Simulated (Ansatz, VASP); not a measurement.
**Two plane-wave programs on ZrB**

```
Zr B
1.0
     0.00000    2.30217    2.44605
     2.30217    0.00000    2.44605
     2.30217    2.30217    0.00000
Zr B
1 1
Direct
  0.00000 0.00000 0.00000
  0.50000 0.50000 0.50000
```

Alike in both runs: task single point; functional LDA; k mesh 18 × 18 × 18; occupations gaussian, width 0.15 eV; no spin polarisation.

|  | VASP | Ansatz |
| --- | --- | --- |
| version | VASP 6.6.1 | Ansatz 0.2.0 |
| potentials or method | VASP PAW LDA potentials, release 64 (Zr_sv, B), cutoff 520 eV | scalar-relativistic, plane waves, PAW |
| valence electrons in the cell | 15 | 15 |

```tsv
	VASP	Ansatz	Ansatz less VASP
gap on the k mesh at the Fermi level (eV)	none	none	-
pressure (GPa)	18.9	18.5	-0.43
traceless stress, the component that is largest in VASP (GPa)	-17.08	-17.02	+0.059
```

LDA's correlation is that of Perdew and Zunger in VASP and of Perdew and Wang (1992) in Ansatz. A gap of «none» marks a metal or a gap that the smearing closes.
